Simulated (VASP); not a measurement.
# Hf3Br (P4/mmm) in VASP: a series of runs, part 2 of 2

VASP 6.6.1. Earlier steps stand in the parts before.

## 4. Single point, PBE

This run uses another cell than the first one, of 25.17 Å³/atom.

INCAR

```
PREC     = Accurate       # precision mode
ENCUT    = 520            # plane-wave cutoff, eV
EDIFF    = 1E-7           # SCF threshold, eV
ISMEAR   = 0              # smearing method
SIGMA    = 0.1            # smearing width, eV
LREAL    = False          # projectors in reciprocal space
LASPH    = True           # aspherical terms in the spheres
NELM     = 60             # most SCF steps
ALGO     = Normal         # electronic algorithm
ISIF     = 2              # what is computed and relaxed
LWAVE    = False          # write WAVECAR
LCHARG   = True           # write CHGCAR
GGA      = PE             # functional
LELF     = True           # ELF
LVHAR    = True         
NBANDS   = 26             # bands
```

KPOINTS

```
regular mesh
0
Gamma
  6 6 2
```

POSCAR

```
Hf3Br
1.0
    3.2877040534      0.0000000000      0.0000000000
    0.0000000000      3.2877040534      0.0000000000
    0.0000000000      0.0000000000      9.3146720513
Hf Br
3 1
Direct
    0.5000000000      0.5000000000      0.7828894184
    0.5000000000      0.5000000000      0.2171105816
    0.0000000000      0.0000000000      0.0000000000
    0.5000000000      0.5000000000      0.5000000000
```

Potentials or basis: VASP PAW PBE potentials, release 64 (Hf_pv, Br).

The run is started by

```console
cat potpaw_PBE.64/Hf_pv/POTCAR potpaw_PBE.64/Br/POTCAR > POTCAR
mpirun -np 1 vasp_std > vasp.out
```

OUTCAR:

```text
PREC = Accurate
   ENCUT = 520
   EDIFF = 1E-7
   ISMEAR = 0
   LREAL = False
   LASPH = True
   NELM = 60
   ISIF = 2
   GGA = PE

 ion  position               nearest neighbor table
   1  0.500  0.500  0.783-   4 2.64   3 3.08   3 3.08   3 3.08   3 3.08
   2  0.500  0.500  0.217-   4 2.64   3 3.08   3 3.08   3 3.08   3 3.08
   3  0.000  0.000  0.000-   1 3.08   2 3.08   1 3.08   2 3.08   1 3.08   2 3.08   1 3.08   2 3.08

   4  0.500  0.500  0.500-   1 2.64   2 2.64

  LATTYP: Found a simple tetragonal cell.
 ALAT       =     3.2877040534
 C/A-ratio  =     2.8331844655

  Lattice vectors:

 A1 = (   3.2877040534,   0.0000000000,   0.0000000000)
 A2 = (   0.0000000000,   3.2877040534,   0.0000000000)
 A3 = (   0.0000000000,   0.0000000000,   9.3146720513)

Analysis of symmetry for initial positions (statically):
=====================================================================
 Subroutine PRICEL returns:
 Original cell was already a primitive cell.

 Routine SETGRP: Setting up the symmetry group for a
 simple tetragonal supercell.

 Subroutine GETGRP returns: Found 16 space group operations
 (whereof 16 operations were pure point group operations)
 out of a pool of 16 trial point group operations.

The static configuration has the point symmetry D_4h.

Analysis of symmetry for dynamics (positions and initial velocities):
=====================================================================
 Subroutine PRICEL returns:
 Original cell was already a primitive cell.

 Routine SETGRP: Setting up the symmetry group for a
 simple tetragonal supercell.

 Subroutine GETGRP returns: Found 16 space group operations
 (whereof 16 operations were pure point group operations)
 out of a pool of 16 trial point group operations.

The dynamic configuration has the point symmetry D_4h.

 Subroutine INISYM returns: Found 16 space group operations
 (whereof 16 operations are pure point group operations),
 and found     1 'primitive' translations

----------------------------------------------------------------------------------------

                                     Primitive cell

  volume of cell :     100.6823

  direct lattice vectors                    reciprocal lattice vectors
     3.287704053  0.000000000  0.000000000     0.304163630  0.000000000  0.000000000
     0.000000000  3.287704053  0.000000000     0.000000000  0.304163630  0.000000000
     0.000000000  0.000000000  9.314672051     0.000000000  0.000000000  0.107357510

  length of vectors
     3.287704053  3.287704053  9.314672051     0.304163630  0.304163630  0.107357510

  position of ions in fractional coordinates (direct lattice)
     0.500000000  0.500000000  0.782889418
     0.500000000  0.500000000  0.217110582
     0.000000000  0.000000000  0.000000000
     0.500000000  0.500000000  0.500000000

  ion indices of the primitive-cell ions
   primitive index   ion index
                 1           1
                 2           2
                 3           3
                 4           4

----------------------------------------------------------------------------------------

 KPOINTS: regular mesh

Automatic generation of k-mesh.
 Grid dimensions read from file:
 generate k-points for:    6    6    2

 Generating k-lattice:

  Cartesian coordinates                     Fractional coordinates (reciprocal lattice)
     0.050693938  0.000000000  0.000000000     0.166666667  0.000000000  0.000000000
     0.000000000  0.050693938  0.000000000     0.000000000  0.166666667  0.000000000
     0.000000000  0.000000000  0.053678755     0.000000000  0.000000000  0.500000000

  Length of vectors
     0.050693938  0.050693938  0.053678755

  Shift w.r.t. Gamma in fractional coordinates (k-lattice)
     0.000000000  0.000000000  0.000000000

 Subroutine IBZKPT returns following result:
 ===========================================

 Found     20 irreducible k-points:

 Following reciprocal coordinates:
            Coordinates               Weight
  0.000000  0.000000  0.000000      1.000000
  0.166667  0.000000  0.000000      4.000000
  0.333333  0.000000  0.000000      4.000000
  0.500000  0.000000  0.000000      2.000000
  0.166667  0.166667  0.000000      4.000000
  0.333333  0.166667  0.000000      8.000000
[... 12 lines left out ...]
  0.500000  0.333333  0.500000      4.000000
  0.500000  0.500000  0.500000      1.000000
   k-points           NKPTS =     20   k-points in BZ     NKDIM =     20   number of bands    NBANDS=     26
   number of dos      NEDOS =    301   number of ions     NIONS =      4
   total plane-waves  NPLWV =  40320
   dimension x,y,z NGX =    24 NGY =   24 NGZ =   70
   dimension x,y,z NGXF=    48 NGYF=   48 NGZF=  140
   ions per type =               3   1
   NGX,Y,Z   is equivalent  to a cutoff of  12.14, 12.14, 12.49 a.u.
   NGXF,Y,Z  is equivalent  to a cutoff of  24.27, 24.27, 24.99 a.u.
 SYSTEM =  unknown system
   PREC   = accura    normal or accurate (medium, high low for compatibility)
   ISTART =      0    job   : 0-new  1-cont  2-samecut
   ICHARG =      2    charge: 1-file 2-atom 10-const
   ISPIN  =      1    spin polarized calculation?
   LNONCOLLINEAR =      F non collinear calculations
   LSORBIT =      F    spin-orbit coupling
   LASPH  =      T    aspherical Exc in radial PAW
   ENCUT  =  520.0 eV  38.22 Ry    6.18 a.u.   6.11  6.11 17.32*2*pi/ulx,y,z
   NELM   =     60;   NELMIN=  2; NELMDL= -5     # of ELM steps
   EDIFF  = 0.1E-06   stopping-criterion for ELM
   LREAL  =      F    real-space projection
   EDIFFG = 0.1E-05   stopping-criterion for IOM
   NSW    =      0    number of steps for IOM
   IBRION =     -1    ionic relax: 0-MD 1-quasi-New 2-CG
   NFREE  =      0    steps in history (QN), initial steepest desc. (CG)
   ISIF   =      2    stress and relaxation
   ISYM   =      2    0-nonsym 1-usesym 2-fastsym
   POTIM  = 0.5000    time-step for ionic-motion
   TEBEG  =    0.0;   TEEND  =   0.0 temperature during run
   PSTRESS=    0.0 pullay stress
   NELECT =      37.0000    total number of electrons
   NUPDOWN=      -1.0000    fix difference up-down
   EMIN   =  10.00;   EMAX   =-10.00  energy-range for DOS
   EFERMI =   0.00;   METHOD = LEGACY
   ISMEAR =     0;   SIGMA  =   0.10  broadening in eV -4-tet -1-fermi 0-gaus
   EFERMI_NEDOS =   21; number of points for ismear=-14 and -15
   IALGO  =     38    algorithm
   IMIX   =      4    mixing-type and parameters
     AMIX     =   0.40;   BMIX     =  1.00
     AMIX_MAG =   1.60;   BMIX_MAG =  1.00
  volume/ion in A,a.u.               =      25.17       169.86
  Fermi-wavevector in a.u.,A,eV,Ry     =   1.172621  2.215933 18.708561  1.375040
  Thomas-Fermi vector in A             =   2.309047
   LORBIT       =      0    0 simple, 1 ext, 2 COOP (PROOUT), +10 PAW based schemes
   GGA     = PE    functional components
   LHFCALC =     F    Hartree Fock is set to
   AEXX    =    0.0000 exact exchange contribution
   IVDW    =     0    specifies the selected vdW correction
   LEPSILON=     F    determine dielectric tensor
   LRPA    =     F    only Hartree local field effects (RPA)
 non-spin polarized calculation
 Gauss-broadening in eV      SIGMA  =   0.10
  energy-cutoff  :      520.00
  volume of cell :      100.68
 maximum number of plane-waves:      2752
   NGX = 13   NGY = 13   NGZ = 35

 number of electron      37.0000008 magnetization

 Free energy of the ion-electron system (eV)
  ---------------------------------------------------
  ext. energy  EPLUGINS =         0.00000000
  ---------------------------------------------------
  free energy    TOTEN  =       -31.94438839 eV

  energy without entropy =      -31.93155858  energy(sigma->0) =      -31.93797348

 E-fermi :   3.9443     XC(G=0): -10.2650

 val. band max:        3.9426672399   @ k =   0.3333   0.0000   0.0000
 cond. band min:       4.0401778423   @ k =   0.5000   0.1667   0.0000
 fundamental gap:      0.0975106024
 Fermi energy:         3.9442922760

 k-point     1 :       0.0000    0.0000    0.0000
  band No.  band energies     occupation
      1     -27.1460      2.00000
      2     -27.0955      2.00000
      3     -26.7864      2.00000
      4     -26.7864      2.00000
      5     -26.7563      2.00000
      6     -26.7563      2.00000
[... 18 lines left out ...]
     25       7.1460      0.00000
     26       7.4145      0.00000
[... 528 lines left out ...]
      4     -27.0180      2.00000
      5     -27.0133      2.00000
      6     -27.0133      2.00000
[... 18 lines left out ...]
     25       7.3650      0.00000
     26       8.5087      0.00000

------------------------ aborting loop because EDIFF is reached ----------------------------------------

  FORCE on cell =-STRESS in cart. coord.  units (eV):
  Direction    XX          YY          ZZ          XY          YZ          ZX
  --------------------------------------------------------------------------------------
  -------------------------------------------------------------------------------------
  Total       -0.1970923     -0.1970923     -0.2691697      0.0000000     -0.0000000     -0.0000000
  in kB       -3.1363691     -3.1363691     -4.2833522      0.0000000     -0.0000000     -0.0000000
  external PRESSURE =      -3.5186968 kB  Pullay stress =       0.0000000 kB

 VOLUME and BASIS-vectors are now :
 -----------------------------------------------------------------------------
  energy-cutoff  :      520.00
  volume of cell :      100.68
      direct lattice vectors                 reciprocal lattice vectors
     3.287704053  0.000000000  0.000000000     0.304163630  0.000000000  0.000000000
     0.000000000  3.287704053  0.000000000     0.000000000  0.304163630  0.000000000
     0.000000000  0.000000000  9.314672051     0.000000000  0.000000000  0.107357510

 POSITION                                       TOTAL-FORCE (eV/Angst)
 -----------------------------------------------------------------------------------
      1.64385      1.64385      7.29236         0.000000      0.000000      0.009884
      1.64385      1.64385      2.02231        -0.000000      0.000000     -0.009884
      0.00000      0.00000      0.00000        -0.000000     -0.000000      0.000000
      1.64385      1.64385      4.65734        -0.000000     -0.000000      0.000000
 -----------------------------------------------------------------------------------
    total drift:                                0.000000     -0.000000      0.000000

  FREE ENERGIE OF THE ION-ELECTRON SYSTEM (eV)
  ---------------------------------------------------
  free  energy   TOTEN  =       -31.9443883860 eV

  energy  without entropy=      -31.9315585833  energy(sigma->0) =      -31.93797348
```

Wall time 21 s (1 thread of Intel Xeon 6975P-C (Granite Rapids), shared host); peak memory 0.21 GiB.

What came out:

* Free energy: -31.9444 eV
* Pressure: -0.4 GPa
* Largest force: 0.010 eV/Å
* Band gap on the k mesh: zero (an odd number of electrons rules out a gap without spin polarisation)

Forces in eV/Å, atoms in the order of the input:
```
Hf   0.000  0.000  0.010
Hf   0.000  0.000 -0.010
Hf   0.000  0.000  0.000
Br   0.000  0.000  0.000
```

Stress tensor (GPa, compression positive):
```
-0.31  0.00  0.00
 0.00 -0.31  0.00
 0.00  0.00 -0.43
```

Caveat: spin-orbit coupling is left out, which moves the levels of the heavy elements; an odd number of electrons without spin polarisation forces a metal; a magnetic or distorted state may lie lower.

## 5. Relaxation of cell and atoms, PBE

This run uses another cell than the first one, of 27.38 Å³/atom.

INCAR

```
  ALGO = Normal
  EDIFF = 1E-6
  EDIFFG = -0.04
  ENCUT = 600
  GGA = PE
  IBRION = 2
  ISIF = 3
  ISMEAR = 0
  LASPH = True
  LCHARG = False
  LREAL = False
  LWAVE = False
  NELM = 60
  NSW = 90
  PREC = Accurate
  SIGMA = 0.1
```

KPOINTS

```
k-points
0
Gamma
  4 4 4
```

POSCAR

```
Hf3Br
1.0
    3.8617008300      0.0000000000      0.0000000000
    0.0000000000      3.8617008300      0.0000000000
    0.0000000000      0.0000000000      7.3432864600
Hf Br
3 1
Direct
    0.5000000000      0.5000000000      0.7652261300
    0.5000000000      0.5000000000      0.2347738700
    0.0000000000      0.0000000000      0.0000000000
    0.5000000000      0.5000000000      0.5000000000
```

Potentials or basis: VASP PAW PBE potentials, release 64 (Hf_pv, Br).

The run is started by

```console
cat potpaw_PBE.64/Hf_pv/POTCAR potpaw_PBE.64/Br/POTCAR > POTCAR
mpirun -np 1 vasp_std > vasp.out
```

OUTCAR:

```text
EDIFF = 1E-6
   EDIFFG = -0.04
   ENCUT = 600
   GGA = PE
   IBRION = 2
   ISIF = 3
   ISMEAR = 0
   LASPH = True
   LREAL = False
   NELM = 60
   NSW = 90
   PREC = Accurate

 ion  position               nearest neighbor table
   1  0.500  0.500  0.765-   4 1.95   3 3.23   3 3.23   3 3.23   3 3.23   2 3.45
   2  0.500  0.500  0.235-   4 1.95   3 3.23   3 3.23   3 3.23   3 3.23   1 3.45
   3  0.000  0.000  0.000-   1 3.23   2 3.23   1 3.23   2 3.23   1 3.23   2 3.23   1 3.23   2 3.23

   4  0.500  0.500  0.500-   1 1.95   2 1.95

  LATTYP: Found a simple tetragonal cell.
 ALAT       =     3.8617008300
 C/A-ratio  =     1.9015679317

  Lattice vectors:

 A1 = (   3.8617008300,   0.0000000000,   0.0000000000)
 A2 = (   0.0000000000,   3.8617008300,   0.0000000000)
 A3 = (   0.0000000000,   0.0000000000,   7.3432864600)

Analysis of symmetry for initial positions (statically):
=====================================================================
 Subroutine PRICEL returns:
 Original cell was already a primitive cell.

 Routine SETGRP: Setting up the symmetry group for a
 simple tetragonal supercell.
[... 157 lines left out ...]

 number of electron      37.0000009 magnetization

 Free energy of the ion-electron system (eV)
  ---------------------------------------------------
  ext. energy  EPLUGINS =         0.00000000
  ---------------------------------------------------
  free energy    TOTEN  =       -21.35051421 eV

  energy without entropy =      -21.32162366  energy(sigma->0) =      -21.33606894

------------------------ aborting loop because EDIFF is reached ----------------------------------------

  FORCE on cell =-STRESS in cart. coord.  units (eV):
  Direction    XX          YY          ZZ          XY          YZ          ZX
  --------------------------------------------------------------------------------------
  -------------------------------------------------------------------------------------
  Total       -7.8572972     -7.8572972     81.7636118      0.0000000      0.0000000      0.0000000
  in kB     -114.9571636   -114.9571636   1196.2526932      0.0000000      0.0000000      0.0000000
  external PRESSURE =     322.1127887 kB  Pullay stress =       0.0000000 kB
[... 1469 lines left out ...]
     21       6.6261      0.00000
     22       6.6261      0.00000

[... ionic steps 4 to 28 ...]

--------------------------------------- Ionic step       29  -------------------------------------------

 number of electron      37.0000000 magnetization

------------------------ aborting loop because EDIFF is reached ----------------------------------------
[... 71 lines left out ...]
--------------------------------------- Ionic step       31  -------------------------------------------

 number of electron      37.0000004 magnetization

 Free energy of the ion-electron system (eV)
  ---------------------------------------------------
  ext. energy  EPLUGINS =         0.00000000
  ---------------------------------------------------
  free energy    TOTEN  =       -31.85723147 eV

  energy without entropy =      -31.83123891  energy(sigma->0) =      -31.84423519

 E-fermi :   3.8885     XC(G=0): -10.2512

 val. band max:        3.8614683815   @ k =   0.2500   0.2500   0.0000
 cond. band min:       3.8996381162   @ k =   0.5000   0.0000   0.0000
 fundamental gap:      0.0381697347
 Fermi energy:         3.8885258207
[... 479 lines left out ...]
  FREE ENERGIE OF THE ION-ELECTRON SYSTEM (eV)
  ---------------------------------------------------
  free  energy   TOTEN  =       -31.8572314738 eV

  energy  without entropy=      -31.8312389113  energy(sigma->0) =      -31.84423519

 reached required accuracy - stopping structural energy minimisation
```

CONTCAR:

```text
Hf3Br
   1.00000000000000
     3.2966215421845182   -0.0000000000000000   -0.0000000000000000
    -0.0000000000000000    3.2966215421845182   -0.0000000000000000
     0.0000000000000000    0.0000000000000000    9.2932733711165234
  Hf              Br
     3     1
Direct
     0.5000000000000000    0.5000000000000000    0.7824093815805947
     0.5000000000000000    0.5000000000000000    0.2175906184194050
     0.0000000000000000    0.0000000000000000    0.0000000000000000
     0.5000000000000000    0.5000000000000000    0.5000000000000000

  0.00000000E+00  0.00000000E+00  0.00000000E+00
  0.00000000E+00  0.00000000E+00  0.00000000E+00
  0.00000000E+00  0.00000000E+00  0.00000000E+00
  0.00000000E+00  0.00000000E+00  0.00000000E+00
```

It took 8 min on 1 thread of Intel Xeon 6975P-C (Granite Rapids), shared host; peak memory 0.28 GiB.

Results:

```yaml
Free_energy: -31.8572 eV
Relaxed_volume: 25.25 Å³/atom
Relaxed_cell: a = 3.297 Å, b = 3.297 Å, c = 9.293 Å, α = 90.00°, β = 90.00°, γ = 90.00°
Space_group_after_relaxing_to_0.1_Å: P4/mmm (No. 123)
Energy_gained_by_relaxing: 2626.7 meV/atom
Ionic_steps: 31
Pressure_after_relaxing: -0.1 GPa
Largest_force_after_relaxing: 0.021 eV/Å
Band_gap_on_the_k_mesh: zero (an odd number of electrons rules out a gap without spin polarisation)
```

Forces on the atoms (eV/Å):
```
Hf   0.000  0.000  0.021
Hf   0.000  0.000 -0.021
Hf   0.000  0.000  0.000
Br   0.000  0.000  0.000
```

Stress tensor (GPa, compression positive):
```
-0.16  0.00  0.00
 0.00 -0.16  0.00
 0.00  0.00  0.10
```

The path:
```csv
step,energy change (eV),largest force (eV/Å),pressure (GPa),volume (Å³)
1,0.0000,22.2330,32.21,109.51
2,-5.5321,4.9599,5.19,178.23
3,-5.6867,4.5888,4.84,177.07
4,-5.8078,4.2909,4.53,176.04
5,-6.2874,3.0633,2.93,170.31
6,-7.4961,2.3628,-1.79,143.22
7,-8.9645,3.0916,-2.65,127.22
8,-9.3779,2.3324,-0.23,118.58
9,-9.3738,2.5788,-0.87,119.95
10,-9.3788,2.4994,-0.66,119.46
11,-9.8611,1.0139,-3.40,118.13
12,-10.0057,0.9196,-4.27,117.32
13,-10.1437,0.6103,-5.41,115.34
14,-10.3313,0.7683,4.82,98.42
15,-10.3857,0.7281,0.87,103.45
16,-10.4309,0.0375,0.69,103.35
17,-10.4316,0.1178,0.68,103.36
18,-10.4351,0.0687,-0.70,104.95
19,-10.4358,0.0801,-0.30,104.50
20,-10.4385,0.1117,-0.22,104.22
21,-10.4471,0.2983,0.03,103.37
22,-10.4761,0.5507,0.38,101.61
23,-10.3902,0.4312,1.27,97.91
24,-10.4814,0.5225,0.42,101.10
25,-10.4821,0.5147,0.40,101.05
26,-10.4838,0.4920,0.37,100.92
27,-10.4854,0.4459,0.31,100.64
28,-10.4874,0.4266,0.29,100.66
29,-10.4928,0.3669,0.23,100.71
30,-10.5010,0.2430,0.12,100.80
31,-10.5067,0.0208,-0.07,101.00
```

Final structure:
```
Hf Br
1.0
     3.29662    0.00000    0.00000
     0.00000    3.29662    0.00000
     0.00000    0.00000    9.29327
Hf Br
3 1
Direct
  0.50000 0.50000 0.78241
  0.50000 0.50000 0.21759
  0.00000 0.00000 0.00000
  0.50000 0.50000 0.50000
```

Caveat: the k points lie up to 0.48 Å⁻¹ apart in the final cell, too coarse for converged energies and pressures of a metal; a cell axis changed by over 15 % at a fixed basis, so the end point is rough; spin-orbit coupling is left out, which moves the levels of the heavy elements; an odd number of electrons without spin polarisation forces a metal; a magnetic or distorted state may lie lower.

## 6. Overview

```tsv
task	cell	k mesh	cutoff (eV)	gap on the mesh (eV)	pressure (GPa)	largest force (eV/Å)
single point	a = 3.298, b = 3.298, c = 9.299 Å, 4 atoms, atomic positions A	4 × 4 × 4	520	none	-0.2	0.01
single point	a = 3.862, b = 3.862, c = 7.343 Å, 4 atoms, atomic positions B	4 × 4 × 4	520	none	32.2	22.23
single point	a = 3.288, b = 3.288, c = 9.315 Å, 4 atoms, atomic positions A	6 × 6 × 2	520	none	-0.4	0.01
relaxation of cell and atoms	relaxed from a = 3.862, b = 3.862, c = 7.343 Å, 4 atoms, atomic positions B	4 × 4 × 4	600	none	-0.1	0.02
```

Alike in all rows: level PBE; potentials or basis VASP PAW PBE potentials, release 64 (Hf_pv, Br); no spin polarisation; smearing gaussian 0.1 eV.

Caveats: some runs use coarse meshes; spin-orbit coupling is left out, which moves the levels of the heavy elements; an odd number of electrons without spin polarisation forces a metal; a magnetic or distorted state may lie lower; a cell axis changed by over 15 % at a fixed basis, so the end point is rough (at least some runs).

Absolute energies hang on the potentials; compare differences alone.
